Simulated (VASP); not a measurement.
# H4C in VASP: notebook, part 2 of 3

VASP 6.6.1. The steps go on from the part before.

## (4) Single point, PBE+D3(BJ)

INCAR reads:

```
SYSTEM = H4C
PREC     = Accurate       ! precision mode
ENCUT    = 520            ! plane-wave cutoff, eV
EDIFF    = 1E-7           ! SCF threshold, eV
ISMEAR   = -1             ! smearing method
SIGMA    = 0.05           ! smearing width, eV
LREAL    = Auto         
LASPH    = .TRUE.         ! aspherical terms in the spheres
NELM     = 80             ! most SCF steps
ALGO     = Normal         ! electronic algorithm
ISIF     = 2              ! what is computed and relaxed
LWAVE    = .FALSE.        ! write WAVECAR
LCHARG   = .TRUE.         ! write CHGCAR
GGA      = PE             ! functional
IVDW     = 12             ! dispersion correction
LELF     = .TRUE.         ! ELF
LVHAR    = .TRUE.       
NBANDS   = 58             ! bands
```

KPOINTS reads:

```
regular mesh
0
G
  1 1 1
  0 0 0
```

POSCAR reads:

```
H4C
1.0
    7.6834750000      0.0000000000      0.0000000000
    0.0000000000      7.6834750000      0.0000000000
    0.0000000000      0.0000000000      7.6834750000
C H
8 32
Direct
   -0.1130347922      0.4735877972      0.8200326024
    1.0841708992      0.4861732484      0.2580603178
    0.0527495697      1.0227794065      0.0496259830
    0.5252180817      0.1205183852      0.2655308959
    0.0301035664      0.0811091336      0.5578335324
    0.4233501118      0.3663837001      0.7734521164
    0.6400489362      0.7021822808      0.1870117362
    0.5100817013      0.8639580398      0.6482743811
   -0.2114277719      0.5343675876      0.8997491369
    0.0188586544      0.5090144759      0.8474681053
   -0.1498931148      0.4928889597      0.6840264334
   -0.0970133956      0.3450912510      0.8520363507
    1.0844832579      0.5740371381      0.3613989764
    1.2193050670      0.4736919167      0.2165686750
    1.0196818497      0.5477599654      0.1514679230
    1.0013958528      0.3733076505      0.2898037672
   -0.0218130468      1.1018972535     -0.0331620784
   -0.0219692262      0.8990203001      0.0244030208
    0.0170756071      1.0696201914      0.1799576364
    0.1935972981      1.0172870999      0.0095009094
    0.5723321804      0.1008007445      0.1407956686
    0.3960968182      0.0550922597      0.2911443064
    0.4731322741      0.2639821175      0.2789623185
    0.6262270652      0.1128395680      0.3667090737
    0.1018679699      0.0095269393      0.6743953745
    0.0264203372      0.2211108906      0.5913209843
   -0.0981977556      0.0091104611      0.5570135909
    0.0996944742      0.0546627665      0.4346600985
    0.5451309466      0.4318879153      0.7636388483
    0.4409072718      0.2380953930      0.8074731811
    0.3606310947      0.3514165140      0.6500574284
    0.3388440777      0.4537790518      0.8544180856
    0.7418127865      0.6614324899      0.1002541168
    0.6259537514      0.6101666238      0.2883981532
    0.5101858209      0.6906640550      0.1441925691
    0.6718184155      0.8174035837      0.2502903959
    0.5706532526      0.9710319875      0.5656164691
    0.5676598154      0.7261037486      0.6336716134
    0.3682057923      0.8591555253      0.5974380082
    0.5244371850      0.9119571548      0.7753132534
```

Run with:

```sh
$ cat potpaw_PBE.64/C/POTCAR potpaw_PBE.64/H/POTCAR > POTCAR
$ mpirun -np 1 vasp_gam > vasp.out
```

It took 61 s on 1 thread of Intel Xeon Platinum 8488C (Sapphire Rapids), shared host; peak memory 0.45 GiB.

It converged, with:

```
Free energy                : -191.0781 eV
Pressure                   : 1.1 GPa
Largest force              : 4.765 eV/Å
Band gap on the k mesh     : 6.64 eV
Dispersion energy per atom : -0.028 eV
```

Forces in eV/Å, atoms in the order of the input:
```
C   -0.222  1.551 -0.853
C   -0.233 -0.740 -0.932
C   -0.357 -1.535  0.206
C   -2.767  2.980  2.484
C    0.564 -1.843  1.811
C   -1.247  2.435 -0.094
C    0.223 -1.258  0.189
C   -0.723 -0.660 -2.953
H    0.038  0.228  0.410
H    0.655  1.396 -0.008
H    0.262 -0.125 -0.118
H   -0.664 -3.016  0.379
H   -0.147  1.262  1.674
H    0.099 -0.921  0.101
H   -0.494  0.610 -0.750
H    0.855 -0.177  0.001
H   -0.356  1.506 -1.280
H    1.022  0.178  0.489
H    0.701 -0.272 -0.054
H   -1.041  0.036  0.571
H    0.716 -0.394 -1.978
H    1.352 -0.324 -0.021
H    0.972 -1.457 -0.493
H   -0.303 -0.466 -0.192
H   -0.679  1.113 -1.792
H   -0.315 -0.482 -0.292
H    0.581  1.007 -0.188
H   -0.124  0.194  0.493
H    0.870  0.282 -0.377
H    0.246 -2.218  1.638
H   -0.304  0.469 -1.126
H    0.323 -1.045 -0.055
H    0.094 -0.134 -0.507
H    0.672 -1.286  1.308
H   -1.236  0.712 -1.421
H    0.230  1.916  0.532
H   -0.099 -1.431  0.421
H   -0.324  1.736 -0.004
H    1.447 -0.007  0.998
H   -0.288  0.181  1.785
```

Stress tensor (GPa, compression positive):
```
-1.36 -0.38  0.25
-0.38  1.53 -0.46
 0.25 -0.46  3.08
```

Levels at points of the mesh, in eV from the valence-band top:
| k point | band 30 | band 31 | band 32 | band 33 | band 34 | band 35 |
| --- | --- | --- | --- | --- | --- | --- |
| (0.00, 0.00, 0.00) | -0.50 | -0.20 | 0.00 | 6.64 | 8.58 | 8.66 |

Caveat: the k points lie up to 0.82 Å⁻¹ apart.

## (5) Single point, PBE+D3(BJ)

INCAR reads:

```
SYSTEM = H4C
PREC = Accurate ; ENCUT = 520
EDIFF = 1E-7 ; ISMEAR = -1
SIGMA = 0.05 ; LREAL = Auto
LASPH = .True. ; NELM = 100
ALGO = Normal ; ISIF = 2
LWAVE = .False. ; LCHARG = .False.
GGA = PE ; IVDW = 12
NBANDS = 58
```

KPOINTS reads:

```
Automatic mesh
0
Gamma
  1 1 1
  0 0 0
```

POSCAR reads:

```
H4C
1.0
    7.6834750000      0.0000000000      0.0000000000
    0.0000000000      7.6834750000      0.0000000000
    0.0000000000      0.0000000000      7.6834750000
C H
8 32
Direct
   -0.1124621346      0.4664686226      0.7532659376
    1.1127647321      0.5043681407      0.2253537625
    0.0527625846      1.0418983598      0.0687189065
    0.4811104351      0.2050244193      0.2604680825
   -0.0022515854      0.0692395043      0.5496991921
    0.4460221449      0.3243974894      0.7726582048
    0.6600008460      0.7382336768      0.2144732689
    0.4477401176      0.8335421147      0.6467386176
   -0.1451947198      0.5983750842      0.7749228051
    0.0280992650      0.4479223268      0.7697038124
   -0.1215725957      0.4348423077      0.6131210162
   -0.1969551538      0.3789040766      0.8263188206
    0.9940293943      0.5767312316      0.2049333147
    1.2087629621      0.5964358575      0.2750448202
    1.1268078571      0.4665727422      0.0929006732
    1.1014677604      0.4092809569      0.3251523562
   -0.0527235398      0.9707456587      0.1172516342
    0.1357979300      0.9651362177     -0.0199909546
    0.1139328234      1.0758153049      0.1909032046
    0.0124032420      1.1464734381     -0.0035140350
    0.4952316497      0.3350306990      0.2000266806
    0.3484881515      0.1488649342      0.2514357111
    0.5286410120      0.2196922616      0.3969818344
    0.5812344024      0.1182667999      0.2105297408
   -0.0894386980      0.1244488984      0.6550811970
    0.1379193659      0.1241235248      0.5731000621
   -0.0267066659      0.1223014326      0.4126778573
   -0.0263552624     -0.0809529542      0.5639245263
    0.4787677451      0.4353238606      0.8562011330
    0.5556600366      0.2728583096      0.7116181155
    0.3749215036      0.3850991901      0.6665603780
    0.3867651030      0.2087336784      0.8305356626
    0.7038481937      0.7686626168      0.0797816092
    0.6699052187      0.5914251039      0.2292061860
    0.5360074706      0.8032433241      0.2351930604
    0.7449103433      0.8010568135      0.3198813037
    0.5223157491      0.9449370239      0.5834729728
    0.5066848008      0.7037050293      0.6012383720
    0.3155863721      0.8485743755      0.6037762861
    0.4282827757      0.8549647132      0.7967098221
```

Potentials or basis: VASP PAW PBE potentials, release 64 (C, H).

Run with:

```sh
$ cat potpaw_PBE.64/C/POTCAR potpaw_PBE.64/H/POTCAR > POTCAR
$ mpirun -np 1 vasp_gam > vasp.out
```

OUTCAR:

```text
SYSTEM = H4C
   PREC = Accurate
   ENCUT = 520
   EDIFF = 1E-7
   ISMEAR = -1
   LREAL = Auto
   LASPH = .True.
   NELM = 100
   ISIF = 2
   GGA = PE
   IVDW = 12
 IVDW          = 12

 ion  position               nearest neighbor table
   1  0.888  0.466  0.753-   9 1.06  12 1.09  10 1.10  11 1.11
   2  0.113  0.504  0.225-  16 1.06  15 1.06  13 1.08  14 1.09
   3  0.053  0.042  0.069-  20 1.02  17 1.05  19 1.08  18 1.10
   4  0.481  0.205  0.260-  24 1.09  21 1.11  22 1.11  23 1.12
   5  0.998  0.069  0.550-  25 1.13  27 1.14  26 1.17  28 1.17
   6  0.446  0.324  0.773-  30 1.04  31 1.09  32 1.09  29 1.10
   7  0.660  0.738  0.214-  35 1.09  33 1.11  34 1.14  36 1.15
   8  0.448  0.834  0.647-  39 1.07  37 1.14  38 1.15  40 1.17
   9  0.855  0.598  0.775-   1 1.06
  10  0.028  0.448  0.770-   1 1.10
  11  0.878  0.435  0.613-   1 1.11
  12  0.803  0.379  0.826-   1 1.09
  13  0.994  0.577  0.205-   2 1.08
  14  0.209  0.596  0.275-   2 1.09
[... 24 lines left out ...]
  39  0.316  0.849  0.604-   8 1.07
  40  0.428  0.855  0.797-   8 1.17

  LATTYP: Found a simple cubic cell.
 ALAT       =     7.6834750000

  Lattice vectors:

 A1 = (   7.6834750000,   0.0000000000,   0.0000000000)
[... 237 lines left out ...]
  band No.  band energies     occupation
      1     -15.1342      2.00000
      2     -14.9681      2.00000
      3     -14.8217      2.00000
      4     -14.7770      2.00000
      5     -14.6463      2.00000
      6     -14.5213      2.00000
[... 36 lines left out ...]
     43       4.0589      0.00000
     44       4.1221      0.00000
 [bands above 44 left out]

------------------------ aborting loop because EDIFF is reached ----------------------------------------

 Edisp (eV)   -1.14158

 E8    (eV) :    -0.2339

  FORCE on cell =-STRESS in cart. coord.  units (eV):
  Direction    XX          YY          ZZ          XY          YZ          ZX
  --------------------------------------------------------------------------------------
  -------------------------------------------------------------------------------------
  Total       2.88133    -2.77148    -4.61223    -2.36798    -0.55950     1.03895
  in kB      10.17726    -9.78926   -16.29103    -8.36404    -1.97625     3.66970
  external pressure =       -5.30 kB  Pullay stress =        0.00 kB

 VOLUME and BASIS-vectors are now :
 -----------------------------------------------------------------------------
  energy-cutoff  :      520.00
  volume of cell :      453.60
      direct lattice vectors                 reciprocal lattice vectors
     7.683475000  0.000000000  0.000000000     0.130149444  0.000000000  0.000000000
     0.000000000  7.683475000  0.000000000     0.000000000  0.130149444  0.000000000
     0.000000000  0.000000000  7.683475000     0.000000000  0.000000000  0.130149444

 POSITION                                       TOTAL-FORCE (eV/Angst)
 -----------------------------------------------------------------------------------
      6.81938      3.58410      5.78770         0.819020     -1.111505     -1.293971
      0.86642      3.87530      1.73150        -0.297626      1.626091      0.157117
      0.40540      0.32193      0.52800         1.754070     -1.580288      0.505087
      3.69660      1.57530      2.00130         0.687647      0.400372      0.938776
      7.66617      0.53200      4.22360         0.470864      0.101815      0.187811
      3.42700      2.49250      5.93670        -0.879715      0.684829      0.142608
[... 32 lines left out ...]
      2.42480      6.52000      4.63910        -0.724536     -0.259277     -0.693538
      3.29070      6.56910      6.12150         0.975006     -0.539375     -1.793402
 -----------------------------------------------------------------------------------
    total drift:                               -0.013452     -0.001197     -0.001921

  FREE ENERGIE OF THE ION-ELECTRON SYSTEM (eV)
  ---------------------------------------------------
  free  energy   TOTEN  =      -191.5618022061 eV

  energy  without entropy=     -191.5618022061  energy(sigma->0) =     -191.56180221
```

OSZICAR:

```text
N       E                     dE             d eps       ncg     rms          rms(c)
DAV:   1     0.390291290380E+03    0.39029E+03   -0.28217E+04   116   0.941E+02
DAV:   2    -0.146714494128E+03   -0.53701E+03   -0.50538E+03   166   0.204E+02
DAV:   3    -0.213606074103E+03   -0.66892E+02   -0.66436E+02   152   0.754E+01
[... 11 lines left out ...]
DAV:  15    -0.190420227146E+03    0.22355E-05   -0.11685E-05   144   0.199E-02    0.587E-03
DAV:  16    -0.190420227043E+03    0.10247E-06   -0.58292E-06   152   0.102E-02    0.475E-03
DAV:  17    -0.190420226672E+03    0.37131E-06   -0.71692E-07   144   0.347E-03    0.214E-03
DAV:  18    -0.190420226552E+03    0.12053E-06   -0.24640E-07   144   0.187E-03    0.757E-04
DAV:  19    -0.190420226541E+03    0.10572E-07   -0.35899E-08   104   0.844E-04
   1 F= -.19156180E+03 E0= -.19156180E+03  d E =-.375648E-10
```

Run time: 62 s. Hardware: 1 thread of Intel Xeon Platinum 8488C (Sapphire Rapids), shared host; peak memory 0.45 GiB.

Results:

- Free energy: -191.5618 eV
- Pressure: -0.5 GPa
- Largest force: 2.786 eV/Å
- Band gap on the k mesh: 6.94 eV
- Dispersion energy per atom: -0.029 eV

Forces on the atoms (eV/Å):
```
C    0.819 -1.112 -1.294
C   -0.298  1.626  0.157
C    1.754 -1.580  0.505
C    0.688  0.400  0.939
C    0.471  0.102  0.188
C   -0.880  0.685  0.143
C    1.427 -0.158  0.569
C    0.876  0.341  0.834
H   -0.379  1.248  0.232
H   -0.064 -0.084  0.773
H   -0.586  0.213  0.150
H    0.281 -0.049  0.190
H   -0.818  0.419  0.798
H    0.368  0.177 -0.457
H    1.154 -1.010 -0.736
H   -0.356 -1.161  0.275
H   -1.633 -1.236 -0.055
H   -0.037 -0.147  0.567
H    0.804  0.445 -0.146
H   -0.911  2.392 -1.100
H   -0.354 -0.467 -0.037
H    0.644  0.338  0.060
H   -0.740  0.026 -0.266
H   -0.079 -0.276 -0.659
H    0.564 -0.006 -1.137
H   -1.554 -1.335  0.153
H   -0.532 -0.725  1.447
H    0.945  1.895 -0.578
H    0.062 -0.519  0.487
H    1.991 -0.435 -0.718
H   -0.749 -0.267 -0.201
H   -0.588  0.527  0.349
H    0.099  0.094  0.612
H   -0.598  1.242  0.090
H   -0.623 -0.578 -0.059
H   -0.324 -0.639 -1.230
H   -0.419 -0.907  0.790
H   -0.677  1.319  0.851
H   -0.725 -0.259 -0.694
H    0.975 -0.539 -1.793
```

Stress tensor (GPa, compression positive):
```
 1.02 -0.84  0.37
-0.84 -0.98 -0.20
 0.37 -0.20 -1.63
```

Caveat: the k points lie up to 0.82 Å⁻¹ apart.

[end of part 2 of 3]
